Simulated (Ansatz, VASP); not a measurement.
One calculation of SnGe2, two programs

INCAR

```
  PREC = Accurate
  ENCUT = 520
  EDIFF = 1E-6
  ISMEAR = 0
  SIGMA = 0.1
  LREAL = False
  LASPH = True
  NELM = 100
  ALGO = Normal
  ISIF = 2
  LWAVE = False
  LCHARG = False
  GGA = PE
  NBANDS = 51
```

The input KPOINTS:

```
regular mesh
0
Gamma
  6 6 2
```

File POSCAR:

```
SnGe2
1.0
    3.9754554200      0.0000000000      0.0000000000
   -1.9877277100      3.4428453900      0.0000000000
    0.0000000000      0.0000000000      9.7378372800
Sn Ge
2 4
Direct
    0.0000000000      0.0000000000      0.8750000000
    0.0000000000      0.0000000000      0.1250000000
    0.3333333300      0.6666666700      0.5416666700
    0.6666666700      0.3333333300      0.2083333300
    0.6666666700      0.3333333300      0.4583333300
    0.3333333300      0.6666666700      0.7916666700
```

Input for Ansatz:

```yaml
crystal:
  lattice:
    - [3.97545542, 0.0, 0.0]
    - [-1.98772771, 3.44284539, 0.0]
    - [0.0, 0.0, 9.73783728]
  atoms:
    - { symbol: Sn, position: [0.0, 0.0, 0.875] }
    - { symbol: Sn, position: [0.0, 0.0, 0.125] }
    - { symbol: Ge, position: [0.33333333, 0.66666667, 0.54166667] }
    - { symbol: Ge, position: [0.66666667, 0.33333333, 0.20833333] }
    - { symbol: Ge, position: [0.66666667, 0.33333333, 0.45833333] }
    - { symbol: Ge, position: [0.33333333, 0.66666667, 0.79166667] }
basis:
  ecutwfc: 420
kpoints:
  mp_grid: { grid: [6, 6, 2] }
hamiltonian:
  xc: pbe
scf:
  occupations: { method: gaussian, width: 0.1 }
  lower_state_search: "off"
output:
  forces: true
  stress: true
  eigenvalues: true
```

Alike in both runs: task single point; functional PBE; k mesh 6 × 6 × 2; occupations gaussian, width 0.1 eV; no spin polarisation.

|  | VASP | Ansatz |
| --- | --- | --- |
| version | VASP 6.6.1 | Ansatz 0.2.0 |
| potentials or method | VASP PAW PBE potentials, release 64 (Sn_d, Ge_d), cutoff 520 eV | scalar-relativistic, plane waves, PAW |
| valence electrons in the cell | 84 | 84 |

Ansatz gave:

- gap on the k mesh at the Fermi level (eV): 0.17
- least direct gap on the mesh (eV): 0.17
- pressure (GPa): 21.2
- traceless stress, the component that is largest in VASP (GPa): 0.89
- rms of the force components (eV/Å): 1.072

Question: Which values does VASP return?

Answer: gap on the k mesh at the Fermi level (eV): 0.17; least direct gap on the mesh (eV): 0.17; pressure (GPa): 21.1; traceless stress, the component that is largest in VASP (GPa): 0.92; rms of the force components (eV/Å): 1.075.

Atom by atom the forces differ by 0.004 eV/Å (rms over components).
